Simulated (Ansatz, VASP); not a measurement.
**One calculation of PbS, two programs**

INCAR

```
PREC = Accurate
ENCUT = 520
EDIFF = 1E-7
ISMEAR = -1
SIGMA = 0.02
LREAL = False
LASPH = True
NELM = 100
ALGO = Normal
ISIF = 2
LWAVE = False
LCHARG = False
GGA = PE
NBANDS = 28
```

KPOINTS

```
Automatic mesh
0
Gamma
  6 6 4
```

Contents of POSCAR:

```
PbS
1.0
    4.0692080078      0.0000000000      0.0000000000
   -2.0346040039      3.5240375080      0.0000000000
    0.0000000000      0.0000000000      7.2093416417
Pb S
2 2
Direct
    0.0000000000      0.0000000000      0.0000000000
    0.0000000000      0.0000000000      0.5000000000
    0.3333333333      0.6666666667      0.2500000000
    0.6666666667      0.3333333333      0.7500000000
```

Input for Ansatz:

```yaml
crystal:
  lattice:
    - [4.0692080078, 0.0, 0.0]
    - [-2.0346040039, 3.524037508, 0.0]
    - [0.0, 0.0, 7.2093416417]
  atoms:
    - { symbol: Pb, position: [0.0, 0.0, 0.0] }
    - { symbol: Pb, position: [0.0, 0.0, 0.5] }
    - { symbol: S, position: [0.3333333333, 0.6666666667, 0.25] }
    - { symbol: S, position: [0.6666666667, 0.3333333333, 0.75] }
kpoints:
  mp_grid: { grid: [6, 6, 4] }
hamiltonian:
  xc: pbe
scf:
  occupations: { method: fermi_dirac, width: 0.02 }
  n_extra_bands: 5
output:
  forces: true
  stress: true
  eigenvalues: true
```

Alike in both runs: task single point; functional PBE; k mesh 6 × 6 × 4; occupations fermi-dirac, width 0.02 eV; no spin polarisation.

```csv
,VASP,Ansatz
version,VASP 6.6.1,Ansatz 0.2.0
potentials or method,"VASP PAW PBE potentials, release 64 (Pb_d, S)","plane waves, PAW"
plane-wave cutoff (eV),520,420
valence electrons in the cell,40,40
```

Ansatz gave:

| Property | Result |
| --- | --- |
| pressure (GPa) | 3.6 |
| traceless stress, the component that is largest in VASP (GPa) | 0.52 |

Q: Estimate VASP's values.

A: Pressure (GPa): 3.5; traceless stress, the component that is largest in VASP (GPa): 0.52.

The functional is the same, so the differences come from potentials, cutoffs and numerics.

Neither program's run includes spin-orbit coupling.
